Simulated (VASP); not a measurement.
Here is a VASP 6.6.1 calculation.

The input INCAR:

```
  PREC = Accurate
  ENCUT = 600
  EDIFF = 1E-6
  ISMEAR = 0
  SIGMA = 0.1
  LREAL = F
  LASPH = T
  NELM = 120
  ALGO = Normal
  ISIF = 2
  LWAVE = F
  LCHARG = T
  GGA = PE
  IVDW = 12
  LELF = T
  LVHAR = T
  NBANDS = 18
  GGA_COMPAT = F
```

The input KPOINTS:

```
Automatic mesh
0
Gamma
  24 24 12
```

POSCAR

```
Cu
1.0
    2.7220909951      0.0000000000      0.0000000000
   -1.3610454976      2.3573999532      0.0000000000
    0.0000000000      0.0000000000      4.0425611440
Cu
2
Direct
    0.3333333333      0.6666666667      0.2500000000
    0.6666666667      0.3333333333      0.7500000000
```

Potentials or basis: VASP PAW PBE potentials, release 64 (Cu).

The run is started by

```bash
$ cat potpaw_PBE.64/Cu/POTCAR > POTCAR
$ mpirun -np 1 vasp_std > vasp.out
```

Task: Estimate the pressure.

Result: -13.9 GPa.

Task: Estimate the band gap on the k mesh.

Result: Zero (bands 11 and 12 overlap by 5.22 eV).

Task: Predict the dispersion energy per atom.

Result: -0.529 eV.

Stress tensor (GPa, compression positive):
```
-17.27   0.00   0.00
  0.00 -17.27   0.00
  0.00   0.00  -7.20
```

Caveat: the cell stands under tension.
